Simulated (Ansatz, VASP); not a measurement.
## BiN in VASP and in Ansatz

```xyz
2
Lattice="0.0000 2.5727 2.5727 2.5727 0.0000 2.5727 2.5727 2.5727 0.0000" Properties=species:S:1:pos:R:3 pbc="T T T"
Bi    0.0000    0.0000    0.0000
N     2.5727    2.5727    2.5727
```

Alike in both runs: task single point; functional PBE; k mesh 12 × 12 × 12; occupations gaussian, width 0.02 eV; no spin polarisation.

|  | VASP | Ansatz |
| --- | --- | --- |
| version | VASP 6.6.1 | Ansatz 0.2.0 |
| potentials or method | VASP PAW PBE potentials, release 64 (Bi_d, N), cutoff 520 eV | scalar-relativistic, plane waves, PAW |
| valence electrons in the cell | 20 | 20 |

|  | VASP | Ansatz | Ansatz less VASP |
| --- | --- | --- | --- |
| gap on the k mesh at the Fermi level (eV) | 0.17 | 0.17 | +0.003 |
| least direct gap on the mesh (eV) | 0.27 | 0.27 | +0.007 |

With one functional, cell and mesh, what is left measures potentials, basis and numerics.

Spin-orbit coupling is off throughout.
